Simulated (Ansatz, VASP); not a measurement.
# Mg in VASP and in Ansatz

```
Mg
1.0
     3.17926    0.00000    0.00000
    -1.58963    2.75332    0.00000
     0.00000    0.00000    5.15689
Mg
2
Cartesian
  0.0000 1.8355 1.2892
  1.5896 0.9178 3.8677
```

Alike in both runs: task single point; functional r2SCAN; k mesh 11 × 11 × 6; occupations methfessel-paxton of order 1, width 0.6 eV; no spin polarisation.

```csv
,VASP,Ansatz
version,VASP 6.6.1,Ansatz 0.2.0
potentials or method,"VASP PAW PBE potentials, release 64 (Mg), cutoff 520 eV","plane waves (500 eV) with PAW, scalar-relativistic"
valence electrons in the cell,4,20
```

```csv
,VASP,Ansatz,Ansatz less VASP
pressure (GPa),-0.3,0.0,+0.27
```

VASP's potentials were made for PBE, not for r2SCAN. VASP's potentials hold 4 valence electrons a cell and Ansatz's 20, so a difference there can come from the potentials and not from the codes.
